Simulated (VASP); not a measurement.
# Te2Mo in VASP: notebook

The runs below take Te2Mo through single point, with r2SCAN.

Program: VASP 6.6.1. These are calculated values, not measurements. Logs are shortened: lines on timing, memory, paths and dates and some standing lists are left out, and cuts for length are marked.

**1. The cell of the first run**

The cell holds a slab with vacuum, 3 atoms: a = 3.536 Å, b = 3.536 Å, c = 17.406 Å, α = 90.00°, β = 90.00°, γ = 120.00°.

**2. Single point, r2SCAN**

File POSCAR:

```
Te2Mo
1.0
    3.5363379141      0.0000000000      0.0000000000
   -1.7681689570      3.0625584699      0.0000000000
    0.0000000000      0.0000000000     17.4064431499
Te Mo
2 1
Direct
    0.3333333333      0.6666666667      0.1021445500
    0.3333333333      0.6666666667      0.8978554500
    0.0000000000      0.0000000000      0.0000000000
```

File INCAR.step1:

```
SYSTEM = Te2Mo
PREC = Accurate
ENCUT = 520
ISMEAR = -1
SIGMA = 0.05
LREAL = .False.
LASPH = .True.
NELM = 80
NBANDS = 20
GGA = PE
ALGO = Normal
EDIFF = 1E-4
LWAVE = .True.
LCHARG = .False.
```

File INCAR.step2:

```
SYSTEM = Te2Mo
PREC = Accurate
ENCUT = 520
EDIFF = 1E-7
ISMEAR = -1
SIGMA = 0.05
LREAL = .False.
LASPH = .True.
NELM = 80
ALGO = Normal
ISIF = 2
LWAVE = .False.
LCHARG = .False.
METAGGA = R2SCAN
LMIXTAU = .True.
NBANDS = 20
ISTART = 1
```

File KPOINTS:

```
regular mesh
0
Gamma
  9 9 2
  0 0 0
```

Potentials or basis: VASP PAW PBE potentials, release 64 (Te, Mo_sv).

On the command line:

```bash
> cat potpaw_PBE.64/Te/POTCAR potpaw_PBE.64/Mo_sv/POTCAR > POTCAR
> cp INCAR.step1 INCAR
> mpirun -np 1 vasp_std > vasp.out
> cp INCAR.step2 INCAR
> mpirun -np 1 vasp_std > vasp.out
```

OUTCAR:

```text
SYSTEM = Te2Mo
   PREC = Accurate
   ENCUT = 520
   EDIFF = 1E-7
   ISMEAR = -1
   LREAL = .False.
   LASPH = .True.
   NELM = 80
   ISIF = 2
   METAGGA = R2SCAN
   ISTART = 1

 ion  position               nearest neighbor table
   1  0.333  0.667  0.102-   3 2.71   3 2.71   3 2.71   2 3.56
   2  0.333  0.667  0.898-   3 2.71   3 2.71   3 2.71   1 3.56
   3  0.000  0.000  0.000-   1 2.71   2 2.71   1 2.71   2 2.71   1 2.71   2 2.71

  LATTYP: Found a hexagonal cell.
 ALAT       =     3.5363379141
 C/A-ratio  =     4.9221662558

  Lattice vectors:

 A1 = (   3.5363379141,   0.0000000000,   0.0000000000)
 A2 = (  -1.7681689570,   3.0625584699,   0.0000000000)
 A3 = (   0.0000000000,   0.0000000000,  17.4064431499)

Analysis of symmetry for initial positions (statically):
=====================================================================
 Subroutine PRICEL returns:
 Original cell was already a primitive cell.

 Routine SETGRP: Setting up the symmetry group for a
 hexagonal supercell.

 Subroutine GETGRP returns: Found 12 space group operations
 (whereof 12 operations were pure point group operations)
 out of a pool of 24 trial point group operations.

The static configuration has the point symmetry D_3h.

Analysis of symmetry for dynamics (positions and initial velocities):
=====================================================================
 Subroutine PRICEL returns:
 Original cell was already a primitive cell.

 Routine SETGRP: Setting up the symmetry group for a
 hexagonal supercell.

 Subroutine GETGRP returns: Found 12 space group operations
 (whereof 12 operations were pure point group operations)
 out of a pool of 24 trial point group operations.

The dynamic configuration has the point symmetry D_3h.

 Subroutine INISYM returns: Found 12 space group operations
 (whereof 12 operations are pure point group operations),
 and found     1 'primitive' translations

----------------------------------------------------------------------------------------

                                     Primitive cell

  volume of cell :     188.5160

  direct lattice vectors                    reciprocal lattice vectors
     3.536337914  0.000000000  0.000000000     0.282778406  0.163262189  0.000000000
[... 81 lines left out ...]
   ISPIN  =      1    spin polarized calculation?
   LNONCOLLINEAR =      F non collinear calculations
   LSORBIT =      F    spin-orbit coupling
   LASPH  =      T    aspherical Exc in radial PAW
   ENCUT  =  520.0 eV  38.22 Ry    6.18 a.u.   6.58  6.58 32.36*2*pi/ulx,y,z
   NELM   =     80;   NELMIN=  2; NELMDL=  0     # of ELM steps
   EDIFF  = 0.1E-06   stopping-criterion for ELM
   LREAL  =      F    real-space projection
   EDIFFG = 0.1E-05   stopping-criterion for IOM
   NSW    =      0    number of steps for IOM
   IBRION =     -1    ionic relax: 0-MD 1-quasi-New 2-CG
   NFREE  =      0    steps in history (QN), initial steepest desc. (CG)
   ISIF   =      2    stress and relaxation
   ISYM   =      2    0-nonsym 1-usesym 2-fastsym
   POTIM  = 0.5000    time-step for ionic-motion
   TEBEG  =    0.0;   TEEND  =   0.0 temperature during run
   PSTRESS=    0.0 pullay stress
   NELECT =      26.0000    total number of electrons
   NUPDOWN=      -1.0000    fix difference up-down
   EMIN   =  10.00;   EMAX   =-10.00  energy-range for DOS
   EFERMI =   0.00;   METHOD = LEGACY
   ISMEAR =    -1;   SIGMA  =   0.05  broadening in eV -4-tet -1-fermi 0-gaus
   EFERMI_NEDOS =   21; number of points for ismear=-14 and -15
   IALGO  =     38    algorithm
   IMIX   =      4    mixing-type and parameters
     AMIX     =   0.40;   BMIX     =  1.00
     AMIX_MAG =   1.60;   BMIX_MAG =  1.00
  volume/ion in A,a.u.               =      62.84       424.06
  Fermi-wavevector in a.u.,A,eV,Ry     =   0.845830  1.598387  9.734000  0.715429
  Thomas-Fermi vector in A             =   1.961081
   LORBIT       =      0    0 simple, 1 ext, 2 COOP (PROOUT), +10 PAW based schemes
   METAGGA = R2SCAN    functional components
   LHFCALC =     F    Hartree Fock is set to
   AEXX    =    0.0000 exact exchange contribution
   IVDW    =     0    specifies the selected vdW correction
   LEPSILON=     F    determine dielectric tensor
   LRPA    =     F    only Hartree local field effects (RPA)
 non-spin polarized calculation
  energy-cutoff  :      520.00
  volume of cell :      188.52
 maximum number of plane-waves:      5152
 NGX is ok and might be reduce to    28
   NGX = 13   NGY = 13   NGZ = 65

 number of electron      26.0000000 magnetization

 Free energy of the ion-electron system (eV)
  ---------------------------------------------------
  ext. energy  EPLUGINS =         0.00000000
  ---------------------------------------------------
  free energy    TOTEN  =       -77.76021142 eV

  energy without entropy =      -77.76021080  energy(sigma->0) =      -77.76021111

 E-fermi :   0.6552     XC(G=0):  -4.8463

 val. band max:        0.0736392873   @ k =   0.3333   0.3333   0.5000
 cond. band min:       1.2339404098   @ k =   0.3333   0.3333   0.0000
 fundamental gap:      1.1603011225
 Fermi energy:         0.6552488829

 k-point     1 :       0.0000    0.0000    0.0000
  band No.  band energies     occupation
      1     -62.5224      2.00000
      2     -35.9604      2.00000
      3     -35.8562      2.00000
      4     -35.8562      2.00000
      5     -13.1400      2.00000
      6     -12.0373      2.00000
[... 541 lines left out ...]
     19       5.7222      0.00000
     20       8.0169      0.00000

------------------------ aborting loop because EDIFF is reached ----------------------------------------

  FORCE on cell =-STRESS in cart. coord.  units (eV):
  Direction    XX          YY          ZZ          XY          YZ          ZX
  --------------------------------------------------------------------------------------
  -------------------------------------------------------------------------------------
  Total        0.9551166      0.9551166      1.1384379      0.0000000     -0.0000000      0.0000000
  in kB        8.1174348      8.1174348      9.6754631      0.0000000     -0.0000000      0.0000000
  external PRESSURE =       8.6367776 kB  Pullay stress =       0.0000000 kB

 VOLUME and BASIS-vectors are now :
 -----------------------------------------------------------------------------
  energy-cutoff  :      520.00
  volume of cell :      188.52
      direct lattice vectors                 reciprocal lattice vectors
     3.536337914  0.000000000  0.000000000     0.282778406  0.163262189  0.000000000
    -1.768168957  3.062558470  0.000000000     0.000000000  0.326524378  0.000000000
     0.000000000  0.000000000 17.406443150     0.000000000  0.000000000  0.057449991

 POSITION                                       TOTAL-FORCE (eV/Angst)
 -----------------------------------------------------------------------------------
     -0.00000      2.04171      1.77797        -0.000000      0.000000      0.323540
     -0.00000      2.04171     15.62847        -0.000000      0.000000     -0.323540
      0.00000      0.00000      0.00000         0.000000     -0.000000      0.000000
 -----------------------------------------------------------------------------------
    total drift:                                0.000000     -0.000000     -0.000000

  FREE ENERGIE OF THE ION-ELECTRON SYSTEM (eV)
  ---------------------------------------------------
  free  energy   TOTEN  =       -77.7602114164 eV

  energy  without entropy=      -77.7602107985  energy(sigma->0) =      -77.76021111
```

OUTCAR.step1:

```text
SYSTEM = Te2Mo
   PREC = Accurate
   ENCUT = 520
   ISMEAR = -1
   LREAL = .False.
   LASPH = .True.
[... 774 lines left out ...]
     -0.00000      2.04171      1.77797         0.000000     -0.000000      0.535332
     -0.00000      2.04171     15.62847         0.000000      0.000000     -0.535332
      0.00000      0.00000      0.00000        -0.000000      0.000000      0.000000
 -----------------------------------------------------------------------------------
    total drift:                                0.000000     -0.000000     -0.000000

  FREE ENERGIE OF THE ION-ELECTRON SYSTEM (eV)
  ---------------------------------------------------
  free  energy   TOTEN  =       -18.0033057671 eV

  energy  without entropy=      -18.0033044292  energy(sigma->0) =      -18.00330510
```

It took 15 min on 1 thread of Intel Xeon 8259CL, shared host; peak memory 0.42 GiB.

What came out:

* Free energy: -77.7602 eV
* Largest force: 0.324 eV/Å
* Band gap on the k mesh: 1.16 eV

Forces on the atoms (eV/Å):
```
Te   0.000  0.000  0.324
Te   0.000  0.000 -0.324
Mo   0.000  0.000  0.000
```

Levels at points of the mesh, in eV from the valence-band top:
```tsv
k point	band 11	band 12	band 13	band 14	band 15	band 16
(0.00, 0.00, 0.00)	-1.02	-1.02	-0.42	3.27	3.27	3.61
(0.00, 0.00, 0.50)	-1.02	-1.02	-0.42	3.27	3.27	3.61
```

Caveat: the PAW data sets were made with another functional, which shifts forces and pressure a little; spin-orbit coupling is left out, which moves the levels of the heavy elements.

[end of part 1 of 2]
